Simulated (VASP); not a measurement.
Write the native input for VASP 6.6.1 that does the following.

```
Task                   : single point
Functional             : PBE
Potentials or basis    : VASP PAW PBE potentials, release 64 (Ta_sv_GW, N)
Cutoff                 : 600 eV
k mesh                 : 10 × 10 × 10
Occupations            : fermi-dirac, width 0.05 eV
Spin                   : no spin polarisation
Dipole correction      : no
Second run             : valence_matched
Further INCAR settings : ALGO = Normal; EDIFF = 1e-06; NBANDS = 16
```

The structure of TaN lies in POSCAR:

```
TaN
1.0
    2.7139695020      0.0000000000      0.0000000000
    0.0000000000      2.7139695020      0.0000000000
    0.0000000000      0.0000000000      2.7139695020
Ta N
1 1
Direct
    0.0000000000      0.0000000000      0.0000000000
    0.5000000000      0.5000000000      0.5000000000
```

These files were run (other wordings do the same):

INCAR

```
SYSTEM = TaN
PREC = Accurate
ENCUT = 600
EDIFF = 1E-6
ISMEAR = -1
SIGMA = 0.05
LREAL = .FALSE.
LASPH = .TRUE.
NELM = 120
ALGO = Normal
ISIF = 2
LWAVE = .FALSE.
LCHARG = .FALSE.
GGA = PE
NBANDS = 16
GGA_COMPAT = .FALSE.
```

KPOINTS

```
Automatic mesh
0
G
  10 10 10
  0 0 0
```

Potentials or basis: VASP PAW PBE potentials, release 64 (Ta_sv_GW, N).

Command:

```sh
$ cat potpaw_PBE.64/Ta_sv_GW/POTCAR potpaw_PBE.64/N/POTCAR > POTCAR
$ mpirun -np 1 vasp_std > vasp.out
```

It gave:

```yaml
Pressure: 13.0 GPa
Band_gap_on_the_k_mesh: zero (band 9 reaches 20.67 eV, above the bottom of band 10 at 11.51 eV)
```

Caveat: spin-orbit coupling is left out, which moves the levels of the heavy elements.

It took 7.8 s on 1 thread of Intel(R) Xeon(R) 6975P-C (Granite Rapids) (shared host), peak memory 0.15 GiB.
